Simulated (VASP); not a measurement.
# ZrTa2 (Fd-3m) in VASP: further runs, part 2 of 2

VASP 6.6.1. Earlier steps stand in the parts before.

## (3) Single point, PBE

This run uses another cell than the first one, of 20.36 Å³/atom, 0.998 times its volume.

File INCAR:

```
SYSTEM = ZrTa2
PREC     = Accurate       ! precision mode
ENCUT    = 520            ! plane-wave cutoff, eV
EDIFF    = 1E-6           ! SCF threshold, eV
ISMEAR   = 0              ! smearing method
SIGMA    = 0.1            ! smearing width, eV
LREAL    = .False.        ! projectors in reciprocal space
LASPH    = .True.         ! aspherical terms in the spheres
NELM     = 60             ! most SCF steps
ALGO     = Fast           ! electronic algorithm
ISIF     = 2              ! what is computed and relaxed
LWAVE    = .False.        ! write WAVECAR
LCHARG   = .True.         ! write CHGCAR
GGA      = PE             ! functional
LELF     = .True.         ! ELF
LVHAR    = .True.       
NBANDS   = 43             ! bands
```

File KPOINTS:

```
regular mesh
0
Gamma
  8 8 8
  0 0 0
```

File POSCAR:

```
ZrTa2
1.0
    0.0000000000      3.9383092537      3.9383092537
    3.9383092537      0.0000000000      3.9383092537
    3.9383092537      3.9383092537      0.0000000000
Zr Ta
2 4
Direct
    0.5000000000      0.5000000000      0.5000000000
    0.7500000000      0.7500000000      0.7500000000
    0.1250000000      0.1250000000      0.1250000000
    0.6250000000      0.1250000000      0.1250000000
    0.1250000000      0.1250000000      0.6250000000
    0.1250000000      0.6250000000      0.1250000000
```

Potentials or basis: VASP PAW PBE potentials, release 64 (Zr_sv, Ta_pv).

Launch:

```sh
$ cat potpaw_PBE.64/Zr_sv/POTCAR potpaw_PBE.64/Ta_pv/POTCAR > POTCAR
$ mpirun -np 1 vasp_std > vasp.out
```

OUTCAR:

```text
SYSTEM = ZrTa2
   PREC = Accurate
   ENCUT = 520
   EDIFF = 1E-6
   ISMEAR = 0
   LREAL = .False.
   LASPH = .True.
   NELM = 60
   ISIF = 2
   GGA = PE

 ion  position               nearest neighbor table
   1  0.500  0.500  0.500-   5 3.27   6 3.27   4 3.27   5 3.27   4 3.27   6 3.27   3 3.27   3 3.27
                             3 3.27   5 3.27   4 3.27   6 3.27   2 3.41   2 3.41   2 3.41   2 3.41
   2  0.750  0.750  0.750-   4 3.27   6 3.27   4 3.27   5 3.27   5 3.27   6 3.27   3 3.27   3 3.27
                             3 3.27   5 3.27   6 3.27   4 3.27   1 3.41   1 3.41   1 3.41   1 3.41
[... 1323 lines left out ...]
  Total        0.0573421      0.0573421      0.0573421      0.0000000      0.0000000     -0.0000000
  in kB        0.7520125      0.7520125      0.7520125      0.0000000      0.0000000     -0.0000000
  external PRESSURE =       0.7520125 kB  Pullay stress =       0.0000000 kB

 VOLUME and BASIS-vectors are now :
 -----------------------------------------------------------------------------
  energy-cutoff  :      520.00
  volume of cell :      122.17
      direct lattice vectors                 reciprocal lattice vectors
     0.000000000  3.938309254  3.938309254    -0.126958034  0.126958034  0.126958034
     3.938309254  0.000000000  3.938309254     0.126958034 -0.126958034  0.126958034
     3.938309254  3.938309254  0.000000000     0.126958034  0.126958034 -0.126958034

 POSITION                                       TOTAL-FORCE (eV/Angst)
 -----------------------------------------------------------------------------------
      3.93831      3.93831      3.93831         0.000000      0.000000     -0.000000
      5.90746      5.90746      5.90746        -0.000000     -0.000000      0.000000
      0.98458      0.98458      0.98458        -0.000000      0.000000      0.000000
      0.98458      2.95373      2.95373        -0.000000      0.000000      0.000000
      2.95373      2.95373      0.98458        -0.000000      0.000000      0.000000
      2.95373      0.98458      2.95373        -0.000000      0.000000      0.000000
 -----------------------------------------------------------------------------------
    total drift:                               -0.000000     -0.000000      0.000000

  FREE ENERGIE OF THE ION-ELECTRON SYSTEM (eV)
  ---------------------------------------------------
  free  energy   TOTEN  =       -63.9083393885 eV

  energy  without entropy=      -63.8365516407  energy(sigma->0) =      -63.87244551
```

OSZICAR:

```text
N       E                     dE             d eps       ncg     rms          rms(c)
DAV:   1     0.726204914316E+03    0.72620E+03   -0.37392E+04  2494   0.162E+03
DAV:   2    -0.200512254790E+02   -0.74626E+03   -0.72987E+03  2730   0.494E+02
DAV:   3    -0.641131552327E+02   -0.44062E+02   -0.42668E+02  3875   0.101E+02
[... 19 lines left out ...]
RMM:  23    -0.639083349144E+02   -0.16101E-05   -0.15468E-05  2598   0.191E-02    0.171E-04
RMM:  24    -0.639083362630E+02   -0.13486E-05   -0.13388E-05  2410   0.178E-02    0.575E-05
RMM:  25    -0.639083374242E+02   -0.11612E-05   -0.11597E-05  2360   0.167E-02    0.902E-05
RMM:  26    -0.639083384862E+02   -0.10621E-05   -0.10818E-05  2301   0.158E-02    0.935E-05
RMM:  27    -0.639083393885E+02   -0.90230E-06   -0.92531E-06  2120   0.147E-02
   1 F= -.63908339E+02 E0= -.63872446E+02  d E =-.717877E-01
```

stdout:

```text
POSCAR found type information on POSCAR ZrTa
 POSCAR found :  2 types and       6 ions
 scaLAPACK will be used
 LDA part: xc-table for (Slater+PW92), standard interpolation
 POSCAR, INCAR and KPOINTS ok, starting setup
 FFT: planning ... GRIDC
 FFT: planning ... GRID_SOFT
 FFT: planning ... GRID
 WAVECAR not read
 entering main loop
WARNING in EDDRMM: call to ZHEGV failed, returncode =   8  4     22
WARNING in EDDRMM: call to ZHEGV failed, returncode =   6  3     23
WARNING in EDDRMM: call to ZHEGV failed, returncode =   8  4     16
WARNING in EDDRMM: call to ZHEGV failed, returncode =   8  4     38
WARNING in EDDRMM: call to ZHEGV failed, returncode =   6  3     29
```

Run time: 5.8 min. Hardware: 1 thread of Intel Xeon Platinum 8259CL at 2.50GHz (Skylake/Cascade Lake), shared host; peak memory 0.33 GiB.

What came out:

```yaml
Free_energy: -63.9083 eV
Pressure: 0.1 GPa
Band_gap_on_the_k_mesh: zero (band 34 reaches 6.75 eV, above the bottom of band 35 at 5.96 eV)
```

Caveat: spin-orbit coupling is left out, which moves the levels of the heavy elements.

## (4) Relaxation of cell and atoms, PBE

This run uses another cell than the first one, of 16.68 Å³/atom, 0.817 times its volume.

File INCAR:

```
ALGO = Normal
EDIFF = 1E-6
EDIFFG = -0.04
ENCUT = 600
GGA = PE
IBRION = 2
ISIF = 3
ISMEAR = 0
LASPH = T
LCHARG = F
LREAL = F
LWAVE = F
NELM = 80
NSW = 90
PREC = Accurate
SIGMA = 0.1
```

File KPOINTS:

```
k-points
0
Gamma
  4 4 4
```

File POSCAR:

```
ZrTa2
1.0
    0.0000000000      3.6848749501      3.6848749501
    3.6848749501      0.0000000000      3.6848749501
    3.6848749501      3.6848749501      0.0000000000
Zr Ta
2 4
Direct
    0.0000000000      0.0000000000      0.0000000000
    0.2500000000      0.2500000000      0.2500000000
    0.6250000000      0.6250000000      0.6250000000
    0.1250000000      0.6250000000      0.6250000000
    0.6250000000      0.6250000000      0.1250000000
    0.6250000000      0.1250000000      0.6250000000
```

Launch:

```sh
$ cat potpaw_PBE.64/Zr_sv/POTCAR potpaw_PBE.64/Ta_pv/POTCAR > POTCAR
$ mpirun -np 1 vasp_std > vasp.out
```

Run time: 3.8 min. Hardware: 1 thread of Intel Xeon Platinum 8259CL at 2.50GHz (Skylake/Cascade Lake), shared host; peak memory 0.28 GiB.

The run converged. Its results:

```
Free energy                            : -63.8639 eV
Relaxed volume                         : 20.41 Å³/atom
Relaxed cell                           : a = 5.574 Å, b = 5.574 Å, c = 5.574 Å, α = 60.00°, β = 60.00°, γ = 60.00°
Space group after relaxing (to 0.05 Å) : Fd-3m (No. 227)
Energy gained by relaxing              : 442.6 meV/atom
Ionic steps                            : 5
Pressure after relaxing                : 0.0 GPa
Band gap on the k mesh                 : zero (band 34 reaches 6.73 eV, above the bottom of band 35 at 6.11 eV)
```

The path:
```
step  energy change (eV)  largest force (eV/Å)  pressure (GPa)  volume (Å³)
   1              0.0000                0.0000           44.50       100.07
   2              4.6135                0.0000          -27.47       183.27
   3             -2.6191                0.0000           -3.65       125.61
   4             -2.6544                0.0000           -0.73       123.06
   5             -2.6558                0.0000            0.01       122.46
```

Final structure:
```cif
data_structure
_symmetry_space_group_name_H-M 'P 1'
_symmetry_Int_Tables_number 1
_cell_length_a 5.5740
_cell_length_b 5.5740
_cell_length_c 5.5740
_cell_angle_alpha 60.000
_cell_angle_beta 60.000
_cell_angle_gamma 60.000
_cell_volume 122.46
loop_
_atom_site_label
_atom_site_type_symbol
_atom_site_fract_x
_atom_site_fract_y
_atom_site_fract_z
_atom_site_occupancy
Zr1 Zr 0.00000 0.00000 0.00000 1
Zr2 Zr 0.25000 0.25000 0.25000 1
Ta1 Ta 0.62500 0.62500 0.62500 1
Ta2 Ta 0.12500 0.62500 0.62500 1
Ta3 Ta 0.62500 0.62500 0.12500 1
Ta4 Ta 0.62500 0.12500 0.62500 1
```

Levels at points of the mesh, in eV from the Fermi level:
```csv
k point,band 31,band 32,band 33,band 34,band 35,band 36,band 37,band 38
"(0.00, 0.00, 0.00)",-0.15,-0.15,0.51,0.51,0.51,1.96,1.96,1.96
"(0.50, 0.00, 0.00)",-0.36,-0.36,-0.36,-0.03,0.03,0.03,1.82,1.82
"(0.50, 0.50, 0.00)",-0.52,-0.52,-0.30,-0.30,-0.11,-0.11,0.95,0.95
```

Caveat: the k points lie up to 0.35 Å⁻¹ apart in the final cell; the volume moved by over 15 % at a fixed basis, so the end points are rough; spin-orbit coupling is left out, which moves the levels of the heavy elements.

## (5) Summary

| task | cell | k mesh | cutoff (eV) | gap on the mesh (eV) | pressure (GPa) |
| --- | --- | --- | --- | --- | --- |
| single point | a = 5.574 Å, angles 60.0°, 6 atoms | 4 × 4 × 4 | 520 | none | 0.0 |
| single point | a = 5.570 Å, angles 60.0°, 6 atoms | 8 × 8 × 8 | 520 | none | 0.1 |
| relaxation of cell and atoms | relaxed from a = 5.211 Å, angles 60.0°, 6 atoms | 4 × 4 × 4 | 600 | none | 0.0 |

Alike in all rows: level PBE; potentials or basis VASP PAW PBE potentials, release 64 (Zr_sv, Ta_pv); no spin polarisation; smearing gaussian 0.1 eV.

Caveats: some runs use coarse meshes; spin-orbit coupling is left out, which moves the levels of the heavy elements; the volume moved by over 15 % at a fixed basis, so the end points are rough (some runs).

Total energies depend on the potentials used, so only differences within one code and one set of settings carry meaning.
